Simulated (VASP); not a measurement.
Crystal: Sr2W.

```xyz
3
Lattice="4.3341 0.0000 0.0000 -2.1670 3.7534 0.0000 0.0000 0.0000 4.6796" Properties=species:S:1:pos:R:3 pbc="T T T"
Sr    0.0000    2.5023    2.3398
Sr    2.1670    1.2511    2.3398
W     0.0000    0.0000    0.0000
```

| Item | Value |
| --- | --- |
| Program | VASP 6.6.1 |
| Task | relaxation of cell and atoms |
| Functional | PBE |
| Potentials or basis | VASP PAW PBE potentials, release 64 (Sr_sv, W_sv) |
| Cutoff | 600 eV |
| k mesh | 6 × 6 × 4 |
| Occupations | gaussian, width 0.1 eV |
| Spin | no spin polarisation |

At the start: pressure 12.8 GPa; volume 25.38 Å³/atom.

Question: How do energy, volume and symmetry change on relaxing?

Answer: Over 11 steps the energy falls by 1599.3 meV/atom and the volume is 27.85 Å³/atom (+9.7 %); space group P6/mmm (No. 191, to 0.1 Å) before and after.

Step by step:
| step | energy change (eV) | largest force (eV/Å) | pressure (GPa) | volume (Å³) |
| --- | --- | --- | --- | --- |
| 1 | 0.0000 | 0.0000 | 12.85 | 76.13 |
| 2 | -2.7968 | 0.0000 | -2.38 | 98.47 |
| 3 | -3.1938 | 0.0000 | -4.54 | 106.46 |
| 4 | -3.3786 | 0.0000 | -7.11 | 121.67 |
| 5 | -3.3681 | 0.0000 | -5.90 | 113.14 |
| 6 | -4.5783 | 0.0000 | -4.55 | 96.15 |
| 7 | -4.6898 | 0.0000 | -3.56 | 92.09 |
| 8 | -4.6991 | 0.0000 | -2.89 | 90.28 |
| 9 | -4.6996 | 0.0000 | -3.13 | 90.85 |
| 10 | -4.7933 | 0.0000 | 0.84 | 82.12 |
| 11 | -4.7978 | 0.0000 | 0.06 | 83.54 |

Final structure:
```
Sr W
1.0
     5.64616    0.00000    0.00000
    -2.82308    4.88972    0.00000
     0.00000    0.00000    3.02587
Sr W
2 1
Cartesian
  0.0000 3.2598 1.5129
  2.8231 1.6299 1.5129
  0.0000 0.0000 0.0000
```

Caveat: a cell axis changed by over 15 % at a fixed basis, so the end point is rough.
